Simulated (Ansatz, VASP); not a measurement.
ZnS: VASP beside Ansatz

```
CELL_PARAMETERS angstrom
3.65208 0.00000 0.00000
-1.82604 3.16279 0.00000
0.00000 0.00000 14.33879
ATOMIC_POSITIONS crystal
Zn 0.00000 0.00000 0.00005
Zn 0.00000 0.00000 0.50005
Zn 0.33333 0.66667 0.25002
Zn 0.66667 0.33333 0.75002
S 0.00000 0.00000 0.18729
S 0.00000 0.00000 0.68729
S 0.33333 0.66667 0.43764
S 0.66667 0.33333 0.93764
```

Alike in both runs: task single point; functional PBE; k mesh 9 × 9 × 4; occupations gaussian, width 0.05 eV; no spin polarisation.

|  | VASP | Ansatz |
| --- | --- | --- |
| version | VASP 6.6.1 | Ansatz 0.2.0 |
| potentials or method | VASP PAW PBE potentials, release 64 (Zn, S), cutoff 520 eV | scalar-relativistic, plane waves, PAW |
| valence electrons in the cell | 72 | 72 |

```csv
,VASP,Ansatz,Ansatz less VASP
gap on the k mesh at the Fermi level (eV),1.22,1.22,+0.004
least direct gap on the mesh (eV),1.22,1.22,+0.004
pressure (GPa),1.5,1.4,-0.11
"traceless stress, the component that is largest in VASP (GPa)",-11.25,-11.18,+0.076
rms of the force components (eV/Å),0.157,0.150,-0.0073
```

Atom by atom the forces differ by 0.007 eV/Å (rms over components). The functional is the same, so the differences come from potentials, cutoffs and numerics.
